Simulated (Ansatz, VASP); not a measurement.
# Two plane-wave programs on ZnS

File INCAR:

```
PREC = Accurate
ENCUT = 500
EDIFF = 1E-6
ISMEAR = 0
SIGMA = 0.02
LREAL = F
LASPH = T
NELM = 120
ALGO = Normal
ISIF = 2
LWAVE = F
LCHARG = T
GGA = PE
LELF = T
LVHAR = T
NBANDS = 16
GGA_COMPAT = F
```

File KPOINTS:

```
regular mesh
0
Gamma
  6 6 6
```

Contents of POSCAR:

```
ZnS
1.0
    0.0000000000      2.7220000000      2.7220000000
    2.7220000000      0.0000000000      2.7220000000
    2.7220000000      2.7220000000      0.0000000000
Zn S
1 1
Direct
    0.0000000000      0.0000000000      0.0000000000
    0.2500000000      0.2500000000      0.2500000000
```

Input for Ansatz:

```yaml
crystal:
  lattice:
    - [0.0, 2.722, 2.722]
    - [2.722, 0.0, 2.722]
    - [2.722, 2.722, 0.0]
  atoms:
    - { symbol: Zn, position: [0.0, 0.0, 0.0] }
    - { symbol: S, position: [0.25, 0.25, 0.25] }
basis:
  ecutwfc: 420
kpoints:
  mp_grid: { grid: [6, 6, 6] }
hamiltonian:
  xc: pbe
scf:
  occupations: { method: gaussian, width: 0.02 }
output:
  forces: true
  stress: true
  eigenvalues: true
```

Alike in both runs: task single point; functional PBE; k mesh 6 × 6 × 6; occupations gaussian, width 0.02 eV; no spin polarisation.

|  | VASP | Ansatz |
| --- | --- | --- |
| version | VASP 6.6.1 | Ansatz 0.2.0 |
| potentials or method | VASP PAW PBE potentials, release 64 (Zn, S), cutoff 500 eV | scalar-relativistic, plane waves, PAW |
| valence electrons in the cell | 18 | 18 |

|  | VASP | Ansatz | Ansatz less VASP |
| --- | --- | --- | --- |
| gap on the k mesh at the Fermi level (eV) | 2.02 | 2.01 | -0.003 |
| least direct gap on the mesh (eV) | 2.02 | 2.01 | -0.003 |
| pressure (GPa) | 0.1 | 0.0 | -0.14 |

The functional is the same, so the differences come from potentials, cutoffs and numerics.
